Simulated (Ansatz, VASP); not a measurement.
**NaF in VASP and in Ansatz**

The input INCAR:

```
SYSTEM = NaF
PREC = Accurate
ENCUT = 520
EDIFF = 1E-7
ISMEAR = -1
SIGMA = 0.02
LREAL = .False.
LASPH = .True.
NELM = 80
ALGO = Normal
ISIF = 2
LWAVE = .False.
LCHARG = .False.
GGA = PE
NBANDS = 14
```

Contents of KPOINTS:

```
regular mesh
0
Gamma
  10 10 10
  0 0 0
```

Contents of POSCAR:

```
NaF
1.0
    2.6479446205      0.0000000000      0.0000000000
    0.0000000000      2.7934851994      0.0000000000
    0.0000000000      0.0000000000      2.7934851994
Na F
1 1
Direct
    0.0000000000      0.0000000000      0.0000000000
    0.5000000000      0.5000000000      0.5000000000
```

Input for Ansatz:

```yaml
crystal:
  lattice:
    - [2.6479446205, 0.0, 0.0]
    - [0.0, 2.7934851994, 0.0]
    - [0.0, 0.0, 2.7934851994]
  atoms:
    - { symbol: Na, position: [0.0, 0.0, 0.0] }
    - { symbol: F, position: [0.5, 0.5, 0.5] }
kpoints:
  mp_grid: { grid: [10, 10, 10] }
  band_path:
    path: [[0.0, 0.0, 0.0], [0.0, 0.5, 0.0], [0.5, 0.5, 0.0], [0.5, 0.5, 0.5]]
    npoints: 1
hamiltonian:
  xc: pbe
scf:
  occupations: { method: fermi_dirac, width: 0.02 }
  n_extra_bands: 4
output:
  forces: true
  stress: true
  eigenvalues: true
```

Change from the starting cell: uniaxial_x strain -5.2%.

Alike in both runs: task single point; functional PBE; k mesh 10 × 10 × 10; occupations fermi-dirac, width 0.02 eV; no spin polarisation.

|  | VASP | Ansatz |
| --- | --- | --- |
| version | VASP 6.6.1 | Ansatz 0.2.0 |
| potentials or method | VASP PAW PBE potentials, release 64 (Na_pv, F) | plane waves, PAW |
| plane-wave cutoff (eV) | 520 | 420 |
| valence electrons in the cell | 14 | 16 |

```tsv
	VASP	Ansatz	Ansatz less VASP
gap on the k mesh at the Fermi level (eV)	6.23	6.25	+0.017
pressure (GPa)	8.4	8.5	+0.13
traceless stress, the component that is largest in VASP (GPa)	6.53	6.53	-0.002
```

The functional is the same, so the differences come from potentials, cutoffs and numerics. VASP's potentials hold 14 valence electrons a cell and Ansatz's 16, so a difference there can come from the potentials and not from the codes.
